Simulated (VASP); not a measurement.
Here is a VASP 6.6.1 calculation.

INCAR

```
PREC = Accurate
ENCUT = 520
EDIFF = 1E-6
ISMEAR = 0
SIGMA = 0.05
LREAL = False
LASPH = True
NELM = 80
ALGO = Normal
ISIF = 2
LWAVE = False
LCHARG = False
LDIPOL = True
IDIPOL = 3
DIPOL = 0.5 0.5 0.382
GGA = PE
IVDW = 12
NBANDS = 31
```

Contents of KPOINTS:

```
Automatic mesh
0
Gamma
  9 9 1
```

The input POSCAR:

```
PtS2
1.0
    3.5415278079      0.0000000000      0.0000000000
   -1.7707639039      3.0670530498      0.0000000000
    0.0000000000      0.0000000000     22.4670615492
S Pt
4 2
Direct
    0.6666666667      0.3333333333      0.2002932155
    0.3333333334      0.6666666667      0.3106227446
    0.5000000000      1.0000000000      0.4529031323
    0.8333333334      0.6666666667      0.5632557575
    0.0000000000      0.0000000000      0.2556334087
    1.1666666666      1.3333333333      0.5079166532
```

Potentials or basis: VASP PAW PBE potentials, release 64 (S, Pt).

Launch:

```bash
$ cat potpaw_PBE.64/S/POTCAR potpaw_PBE.64/Pt/POTCAR > POTCAR
$ mpirun -np 1 vasp_std > vasp.out
```

(1) What does it give for the band gap on the k mesh?

(2) Estimate the dispersion energy per atom.

(3) What does it give for the largest force?

## Answers

(1) 1.26 eV (least direct gap 1.40 eV).

(2) -0.323 eV.

(3) 0.117 eV/Å.

Caveat: the cell differs from its parent crystal (layers slid over each other, then relaxed in part); spin-orbit coupling is left out, which moves the levels of the heavy elements.
